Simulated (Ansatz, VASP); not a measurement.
## One calculation of Hf, two programs

INCAR

```
  PREC = Accurate
  ENCUT = 520
  EDIFF = 1E-6
  ISMEAR = -1
  SIGMA = 0.1
  LREAL = False
  LASPH = True
  NELM = 80
  ALGO = Normal
  ISIF = 2
  LWAVE = False
  LCHARG = True
  GGA = B5
  ALDAX = 1.0
  AGGAX = 1.0
  AGGAC = 1.0
  ALDAC = 0.0
  LELF = True
  LVHAR = True
  NBANDS = 22
```

The input KPOINTS:

```
regular mesh
0
Gamma
  8 8 11
```

File POSCAR:

```
Hf
1.0
    5.1047018512      0.0000000000      0.0000000000
   -2.5523509256      4.4208014819      0.0000000000
    0.0000000000      0.0000000000      3.1716836894
Hf
3
Direct
    1.0000000000      0.0000000000      0.0000000000
    0.3333333333      0.6666666667      0.5000000000
    0.6666666667      0.3333333333      0.5000000000
```

Input for Ansatz:

```yaml
crystal:
  lattice:
    - [5.1047018512, 0.0, 0.0]
    - [-2.5523509256, 4.4208014819, 0.0]
    - [0.0, 0.0, 3.1716836894]
  atoms:
    - { symbol: Hf, position: [1.0, 0.0, 0.0] }
    - { symbol: Hf, position: [0.3333333333, 0.6666666667, 0.5] }
    - { symbol: Hf, position: [0.6666666667, 0.3333333333, 0.5] }
hamiltonian:
  xc: blyp
  pseudopotentials:
    kind: paw
    azcp:
      Hf: "pseudopotentials/Hf.paw.azcp"
basis:
  ecutwfc: 420
  fft_grid_basis: typed
kpoints:
  mp_grid: { grid: [8, 8, 11], shift: [0, 0, 0] }
magnetization:
  spin_polarized: false
scf:
  occupations: { method: fermi_dirac, width: 0.1 }
  lower_state_search: "off"
output:
  stress: true
```

Alike in both runs: task single point; functional BLYP; k mesh 8 × 8 × 11; occupations fermi-dirac, width 0.1 eV; no spin polarisation.

|  | VASP | Ansatz |
| --- | --- | --- |
| version | VASP 6.6.1 | Ansatz 0.2.0 |
| potentials or method | VASP PAW PBE potentials, release 64 (Hf_pv), cutoff 520 eV | plane waves (420 eV) with PAW, scalar-relativistic |
| valence electrons in the cell | 30 | 78 |

VASP gave:

- pressure (GPa): -3.7
- traceless stress, the component that is largest in VASP (GPa): 0.13

Problem. Which values does Ansatz return?

Solution. Pressure (GPa): -3.6; traceless stress, the component that is largest in VASP (GPa): 0.06.

VASP's potentials were made for PBE, not for BLYP. VASP's potentials hold 30 valence electrons a cell and Ansatz's 78, so a difference there can come from the potentials and not from the codes.

Spin-orbit coupling is off throughout.
